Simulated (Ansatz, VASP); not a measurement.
# Sc: VASP beside Ansatz

Contents of INCAR:

```
  PREC = Accurate
  ENCUT = 520
  EDIFF = 1E-6
  ISMEAR = 0
  SIGMA = 0.1
  LREAL = False
  LASPH = True
  NELM = 80
  ALGO = Fast
  ISIF = 2
  LWAVE = False
  LCHARG = True
  GGA = PS
  LELF = True
  LVHAR = True
  NBANDS = 30
```

Contents of KPOINTS:

```
regular mesh
0
Gamma
  8 8 12
```

File POSCAR:

```
Sc
1.0
    5.6504826188      0.0000000000      0.0000000000
    0.0000000000      5.6504826188      0.0000000000
    0.0000000000      0.0000000000      3.5795190041
Sc
4
Direct
    0.5000000000      0.5000000000      0.0000000000
    0.0000000000      0.0000000000      0.0000000000
    0.5000000000      0.0000000000      0.5326640000
    0.0000000000      0.5000000000      0.4673360000
```

Input for Ansatz:

```yaml
crystal:
  lattice:
    - [5.6504826188, 0.0, 0.0]
    - [0.0, 5.6504826188, 0.0]
    - [0.0, 0.0, 3.5795190041]
  atoms:
    - { symbol: Sc, position: [0.5, 0.5, 0.0] }
    - { symbol: Sc, position: [0.0, 0.0, 0.0] }
    - { symbol: Sc, position: [0.5, 0.0, 0.532664] }
    - { symbol: Sc, position: [0.0, 0.5, 0.467336] }
basis:
  ecutwfc: 420
kpoints:
  mp_grid: { grid: [8, 8, 12] }
hamiltonian:
  xc: pbesol
scf:
  occupations: { method: gaussian, width: 0.1 }
output:
  forces: true
  stress: true
  eigenvalues: true
```

Alike in both runs: task single point; functional PBEsol; k mesh 8 × 8 × 12; occupations gaussian, width 0.1 eV; no spin polarisation.

|  | VASP | Ansatz |
| --- | --- | --- |
| version | VASP 6.6.1 | Ansatz 0.2.0 |
| potentials or method | VASP PAW PBE potentials, release 64 (Sc_sv), cutoff 520 eV | scalar-relativistic, plane waves, PAW |
| valence electrons in the cell | 44 | 44 |

|  | VASP | Ansatz | Ansatz less VASP |
| --- | --- | --- | --- |
| gap on the k mesh at the Fermi level (eV) | none | none | - |
| pressure (GPa) | -7.5 | -7.4 | +0.02 |
| traceless stress, the component that is largest in VASP (GPa) | 0.21 | 0.22 | +0.013 |
| rms of the force components (eV/Å) | 0.094 | 0.095 | +0.0005 |

VASP's potentials were made for PBE, not for PBEsol. Atom by atom the forces differ by 0.000 eV/Å (rms over components). A gap of «none» marks a metal or a gap that the smearing closes.
